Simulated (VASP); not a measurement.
Set up this calculation in VASP 6.6.1, as the native input.

- Task: single point
- Functional: PBE
- Potentials or basis: VASP PAW PBE potentials, release 64 (Cd, Te)
- Cutoff: 520 eV
- k mesh: 9 × 9 × 1
- Occupations: fermi-dirac, width 0.05 eV
- Spin: no spin polarisation
- Dipole correction: yes
- Further INCAR settings: ALGO = Normal; EDIFF = 1e-06; NBANDS = 16

The structure of CdTe lies in POSCAR:

```
CdTe
1.0
    3.0380000000      0.0000000000      0.0000000000
    0.0000000000      3.0380000000      0.0000000000
    0.0000000000      0.0000000000     31.5700000000
Cd Te
1 1
Direct
    0.0000000000      0.0000000000      0.2383800000
    0.5000000000      0.5000000000      0.3317800000
```

One way to write it, as run:

INCAR

```
SYSTEM = CdTe
PREC = Accurate
ENCUT = 520
EDIFF = 1E-6
ISMEAR = -1
SIGMA = 0.05
LREAL = .FALSE.
LASPH = .TRUE.
NELM = 60
ALGO = Normal
ISIF = 2
LWAVE = .FALSE.
LCHARG = .FALSE.
LDIPOL = .TRUE.
IDIPOL = 3
DIPOL = 0.5 0.5 0.285
GGA = PE
NBANDS = 16
```

KPOINTS

```
Automatic mesh
0
G
  9 9 1
  0 0 0
```

Potentials or basis: VASP PAW PBE potentials, release 64 (Cd, Te).

Run with:

```sh
$ cat potpaw_PBE.64/Cd/POTCAR potpaw_PBE.64/Te/POTCAR > POTCAR
$ mpirun -np 1 vasp_std > vasp.out
```

Results of the run:

| Quantity | Value |
| --- | --- |
| Largest force | 0.111 eV/Å |
| Band gap on the k mesh | zero (bands 9 and 10 overlap by 2.23 eV) |

Caveat: spin-orbit coupling is left out, which moves the levels of the heavy elements.

It took 89 s on 1 thread of Intel(R) Xeon(R) Platinum 8259CL CPU @ 2.50GHz (Skylake/Cascade Lake) (shared host), peak memory 0.4 GiB.
